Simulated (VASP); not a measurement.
**Cl2: single point with revPBE**

Molecule: Cl2, in a box.

```
Cl
1.0
    12.00000    0.00000    0.00000
     0.00000   12.30000    0.00000
     0.00000    0.00000   12.60000
Cl
2
Cartesian
  6.0000 6.1500 5.2944
  6.0000 6.1500 7.3056
```

| Item | Value |
| --- | --- |
| Program | VASP 6.6.1 |
| Task | single point |
| Functional | revPBE |
| Potentials or basis | VASP PAW PBE potentials, release 64 (Cl) |
| Cutoff | 520 eV |
| k mesh | 1 × 1 × 1 |
| Occupations | fermi-dirac, width 0.01 eV |
| Spin | no spin polarisation |
| Dipole correction | no |
| Further INCAR settings | ALGO = Normal; EDIFF = 1e-06; NBANDS = 14 |

```yaml
Largest_force: 0.201 eV/Å
Gap_between_the_frontier_levels: 2.99 eV
```

Forces in eV/Å, atoms in the order of the input:
```
Cl   0.000  0.000  0.201
Cl   0.000  0.000 -0.201
```

Levels at points of the mesh, in eV from the valence-band top:
```tsv
k point	band 3	band 4	band 5	band 6	band 7	band 8	band 9	band 10	band 11	band 12
(0.00, 0.00, 0.00)	-4.59	-2.56	-2.56	0.00	0.00	2.99	6.72	7.73	7.73	7.81
```

It took 2.9 min on 1 thread of AMD EPYC 7R13, with other jobs on the host, peak memory 1.2 GiB.

Caveat: the PAW data sets were made with another functional, which shifts forces and pressure a little.
